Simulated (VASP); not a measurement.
# GaN (P6_3mc) in VASP: further runs, part 2 of 3

VASP 6.6.1.

### 3 Single point, PBE

File INCAR:

```
SYSTEM = GaN
PREC = Accurate
ENCUT = 520
EDIFF = 1E-6
ISMEAR = -1
SIGMA = 0.01
LREAL = Auto
LASPH = .TRUE.
NELM = 80
ALGO = Normal
ISIF = 2
LWAVE = .FALSE.
LCHARG = .TRUE.
GGA = PE
LELF = .TRUE.
LVHAR = .TRUE.
NBANDS = 86
```

File KPOINTS:

```
regular mesh
0
G
  2 2 3
  0 0 0
```

File POSCAR:

```
GaN
1.0
    6.4372426901      0.0000000000      0.0000000000
   -3.2186213450      5.5748156999      0.0000000000
    0.0000000000      0.0000000000      5.2435339933
Ga N
8 8
Direct
    0.3333333333      0.1666666667      0.4991368700
    0.1666666667      0.3333333333      0.9991368700
    0.3333333333      0.6666666667      0.4991368700
    0.1666666667      0.8333333333      0.9991368700
    0.8333333333      0.1666666667      0.4991368700
    0.6666666667      0.3333333333      0.9991368700
    0.8333333333      0.6666666667      0.4991368700
    0.6666666667      0.8333333333      0.9991368700
    0.3333333333      0.1666666667      0.8758631300
    0.1666666667      0.3333333333      0.3758631300
    0.3333333333      0.6666666667      0.8758631300
    0.1666666667      0.8333333333      0.3758631300
    0.8333333333      0.1666666667      0.8758631300
    0.6666666667      0.3333333333      0.3758631300
    0.8333333333      0.6666666667      0.8758631300
    0.6666666667      0.8333333333      0.3758631300
```

Potentials or basis: VASP PAW PBE potentials, release 64 (Ga_d, N).

Started as:

```console
$ cat potpaw_PBE.64/Ga_d/POTCAR potpaw_PBE.64/N/POTCAR > POTCAR
$ mpirun -np 1 vasp_std > vasp.out
```

OUTCAR:

```text
SYSTEM = GaN
   PREC = Accurate
   ENCUT = 520
   EDIFF = 1E-6
   ISMEAR = -1
   LREAL = Auto
   LASPH = .TRUE.
   NELM = 80
   ISIF = 2
   GGA = PE

 ion  position               nearest neighbor table
   1  0.333  0.167  0.499-  10 1.97  12 1.97  14 1.97   9 1.98
   2  0.167  0.333  0.999-   9 1.97  11 1.97  13 1.97  10 1.98
   3  0.333  0.667  0.499-  12 1.97  10 1.97  16 1.97  11 1.98
   4  0.167  0.833  0.999-  11 1.97   9 1.97  15 1.97  12 1.98
   5  0.833  0.167  0.499-  14 1.97  16 1.97  10 1.97  13 1.98
   6  0.667  0.333  0.999-  13 1.97  15 1.97   9 1.97  14 1.98
[... 8 lines left out ...]
  15  0.833  0.667  0.876-   8 1.97   6 1.97   4 1.97   7 1.98
  16  0.667  0.833  0.376-   7 1.97   5 1.97   3 1.97   8 1.98
[... 7 lines left out ...]
 A1 = (   6.4372426901,   0.0000000000,   0.0000000000)
 A2 = (  -3.2186213450,   5.5748156999,   0.0000000000)
 A3 = (   0.0000000000,   0.0000000000,   5.2435339933)

Analysis of symmetry for initial positions (statically):
=====================================================================
 Subroutine PRICEL returns following result:

  LATTYP: Found a hexagonal cell.
 ALAT       =     3.2186213450
 C/A-ratio  =     1.6291242216

  Lattice vectors:

 A1 = (   3.2186213450,   0.0000000000,   0.0000000000)
 A2 = (  -1.6093106725,   2.7874078500,   0.0000000000)
 A3 = (   0.0000000000,   0.0000000000,   5.2435339933)

   4 primitive cells build up your supercell.

 Routine SETGRP: Setting up the symmetry group for a
 hexagonal supercell.

 Subroutine GETGRP returns: Found 12 space group operations
 (whereof  6 operations were pure point group operations)
 out of a pool of 24 trial point group operations.

The static configuration has the point symmetry C_3v.
 The point group associated with its full space group is C_6v.

Analysis of symmetry for dynamics (positions and initial velocities):
=====================================================================
 Subroutine PRICEL returns following result:

  LATTYP: Found a hexagonal cell.
 ALAT       =     3.2186213450
 C/A-ratio  =     1.6291242216

  Lattice vectors:

 A1 = (   3.2186213450,   0.0000000000,   0.0000000000)
 A2 = (  -1.6093106725,   2.7874078500,   0.0000000000)
 A3 = (   0.0000000000,   0.0000000000,   5.2435339933)

   4 primitive cells build up your supercell.

 Routine SETGRP: Setting up the symmetry group for a
 hexagonal supercell.

 Subroutine GETGRP returns: Found 12 space group operations
 (whereof  6 operations were pure point group operations)
 out of a pool of 24 trial point group operations.

The dynamic configuration has the point symmetry C_3v.
 The point group associated with its full space group is C_6v.

 Subroutine INISYM returns: Found 12 space group operations
 (whereof  6 operations are pure point group operations),
 and found     4 'primitive' translations

----------------------------------------------------------------------------------------

                                     Primitive cell

  volume of cell :      47.0429

  direct lattice vectors                    reciprocal lattice vectors
     3.218621345  0.000000000  0.000000000     0.310692030  0.179378127  0.000000000
    -1.609310672  2.787407850  0.000000000     0.000000000  0.358756254  0.000000000
     0.000000000  0.000000000  5.243533993     0.000000000  0.000000000  0.190711074

  length of vectors
[... 43 lines left out ...]
  0.000000  0.000000  0.000000      1.000000
  0.500000 -0.000000  0.000000      3.000000
  0.000000  0.000000  0.333333      2.000000
  0.500000 -0.000000  0.333333      6.000000
   k-points           NKPTS =      4   k-points in BZ     NKDIM =      4   number of bands    NBANDS=     86
   number of dos      NEDOS =    301   number of ions     NIONS =     16
   total plane-waves  NPLWV =  92160
   dimension x,y,z NGX =    48 NGY =   48 NGZ =   40
   dimension x,y,z NGXF=    96 NGYF=   96 NGZF=   80
   ions per type =               8   8
   NGX,Y,Z   is equivalent  to a cutoff of  12.40, 12.40, 12.68 a.u.
   NGXF,Y,Z  is equivalent  to a cutoff of  24.79, 24.79, 25.36 a.u.
 SYSTEM =  GaN
   PREC   = accura    normal or accurate (medium, high low for compatibility)
   ISTART =      0    job   : 0-new  1-cont  2-samecut
   ICHARG =      2    charge: 1-file 2-atom 10-const
   ISPIN  =      1    spin polarized calculation?
   LNONCOLLINEAR =      F non collinear calculations
   LSORBIT =      F    spin-orbit coupling
   LASPH  =      T    aspherical Exc in radial PAW
   ENCUT  =  520.0 eV  38.22 Ry    6.18 a.u.  11.97 11.97  9.75*2*pi/ulx,y,z
   NELM   =     80;   NELMIN=  2; NELMDL= -5     # of ELM steps
   EDIFF  = 0.1E-05   stopping-criterion for ELM
   LREAL  =      T    real-space projection
   EDIFFG = 0.1E-04   stopping-criterion for IOM
   NSW    =      0    number of steps for IOM
   IBRION =     -1    ionic relax: 0-MD 1-quasi-New 2-CG
   NFREE  =      0    steps in history (QN), initial steepest desc. (CG)
   ISIF   =      2    stress and relaxation
   ISYM   =      2    0-nonsym 1-usesym 2-fastsym
   POTIM  = 0.5000    time-step for ionic-motion
   TEBEG  =    0.0;   TEEND  =   0.0 temperature during run
   PSTRESS=    0.0 pullay stress
   NELECT =     144.0000    total number of electrons
   NUPDOWN=      -1.0000    fix difference up-down
   EMIN   =  10.00;   EMAX   =-10.00  energy-range for DOS
   EFERMI =   0.00;   METHOD = LEGACY
   ISMEAR =    -1;   SIGMA  =   0.01  broadening in eV -4-tet -1-fermi 0-gaus
   EFERMI_NEDOS =   21; number of points for ismear=-14 and -15
   IALGO  =     38    algorithm
   IMIX   =      4    mixing-type and parameters
     AMIX     =   0.40;   BMIX     =  1.00
     AMIX_MAG =   1.60;   BMIX_MAG =  1.00
  volume/ion in A,a.u.               =      11.76        79.37
  Fermi-wavevector in a.u.,A,eV,Ry     =   1.497422  2.829717 30.507965  2.242272
  Thomas-Fermi vector in A             =   2.609312
   LORBIT       =      0    0 simple, 1 ext, 2 COOP (PROOUT), +10 PAW based schemes
   GGA     = PE    functional components
   LHFCALC =     F    Hartree Fock is set to
   AEXX    =    0.0000 exact exchange contribution
   IVDW    =     0    specifies the selected vdW correction
   LEPSILON=     F    determine dielectric tensor
   LRPA    =     F    only Hartree local field effects (RPA)
 non-spin polarized calculation
  energy-cutoff  :      520.00
  volume of cell :      188.17
 maximum number of plane-waves:      5084
 NGX is ok and might be reduce to    48
   NGX = 23   NGY = 23   NGZ = 19

 number of electron     143.9999826 magnetization

 Free energy of the ion-electron system (eV)
  ---------------------------------------------------
  ext. energy  EPLUGINS =         0.00000000
  ---------------------------------------------------
  free energy    TOTEN  =       -97.04909776 eV

  energy without entropy =      -97.04909776  energy(sigma->0) =      -97.04909776

 E-fermi :   5.2630     XC(G=0): -11.5076

 val. band max:        5.0342179847   @ k =   0.0000   0.0000   0.0000
 cond. band min:       6.7369982584   @ k =   0.0000   0.0000   0.0000
 fundamental gap:      1.7027802737
 Fermi energy:         5.2630363223

 k-point     1 :       0.0000    0.0000    0.0000
  band No.  band energies     occupation
      1     -10.7077      2.00000
      2      -9.8968      2.00000
      3      -9.8968      2.00000
      4      -9.8968      2.00000
      5      -9.8905      2.00000
      6      -9.7470      2.00000
[... 337 lines left out ...]
     83      12.7657      0.00000
     84      12.7824      0.00000
 [bands above 84 left out]

------------------------ aborting loop because EDIFF is reached ----------------------------------------

  FORCE on cell =-STRESS in cart. coord.  units (eV):
  Direction    XX          YY          ZZ          XY          YZ          ZX
  --------------------------------------------------------------------------------------
  -------------------------------------------------------------------------------------
  Total        0.1573768      0.1573768     -0.4084675      0.0000000     -0.0000000      0.0000000
  in kB        1.3399752      1.3399752     -3.4778724      0.0000000     -0.0000000      0.0000000
  external PRESSURE =      -0.2659740 kB  Pullay stress =       0.0000000 kB

 VOLUME and BASIS-vectors are now :
 -----------------------------------------------------------------------------
  energy-cutoff  :      520.00
  volume of cell :      188.17
      direct lattice vectors                 reciprocal lattice vectors
     6.437242690  0.000000000  0.000000000     0.155346015  0.089689064  0.000000000
    -3.218621345  5.574815700  0.000000000     0.000000000  0.179378127  0.000000000
     0.000000000  0.000000000  5.243533993     0.000000000  0.000000000  0.190711074

 POSITION                                       TOTAL-FORCE (eV/Angst)
 -----------------------------------------------------------------------------------
      1.60931      0.92914      2.61724        -0.000000     -0.000000      0.002596
      0.00000      1.85827      5.23901         0.000000     -0.000000      0.002596
     -0.00000      3.71654      2.61724         0.000000     -0.000000      0.002596
     -1.60931      4.64568      5.23901         0.000000      0.000000      0.002596
      4.82793      0.92914      2.61724         0.000000     -0.000000      0.002596
      3.21862      1.85827      5.23901         0.000000      0.000000      0.002596
[... 8 lines left out ...]
      3.21862      3.71654      4.59262         0.000000     -0.000000     -0.002596
      1.60931      4.64568      1.97085        -0.000000      0.000000     -0.002596
 -----------------------------------------------------------------------------------
    total drift:                               -0.000002     -0.000004      0.008730

  FREE ENERGIE OF THE ION-ELECTRON SYSTEM (eV)
  ---------------------------------------------------
  free  energy   TOTEN  =       -97.0490977575 eV

  energy  without entropy=      -97.0490977575  energy(sigma->0) =      -97.04909776
```

Run time: 2 min. Hardware: 1 thread of Intel Xeon Platinum 8375C at 2.90GHz (Ice Lake), shared host; peak memory 0.3 GiB.

What came out:

- Free energy: -97.0491 eV
- Pressure: 0.0 GPa
- Band gap on the k mesh: 1.70 eV

Forces on the atoms (eV/Å):
```
Ga   0.000  0.000  0.003
Ga   0.000  0.000  0.003
Ga   0.000  0.000  0.003
Ga   0.000  0.000  0.003
Ga   0.000  0.000  0.003
Ga   0.000  0.000  0.003
Ga   0.000  0.000  0.003
Ga   0.000  0.000  0.003
N    0.000  0.000 -0.003
N    0.000  0.000 -0.003
N    0.000  0.000 -0.003
N    0.000  0.000 -0.003
N    0.000  0.000 -0.003
N    0.000  0.000 -0.003
N    0.000  0.000 -0.003
N    0.000  0.000 -0.003
```

Stress tensor (GPa, compression positive):
```
 0.13  0.00  0.00
 0.00  0.13  0.00
 0.00  0.00 -0.35
```

Levels at points of the mesh, in eV from the valence-band top:
```csv
k point,band 69,band 70,band 71,band 72,band 73,band 74,band 75,band 76
"(0.00, 0.00, 0.00)",-0.96,-0.04,0.00,0.00,1.70,4.04,4.96,4.96
"(0.50, 0.00, 0.00)",-0.69,-0.69,-0.48,-0.48,4.10,4.10,5.73,5.73
```

Caveat: the k points lie up to 0.56 Å⁻¹ apart.

(Continued in part 3 of 3.)
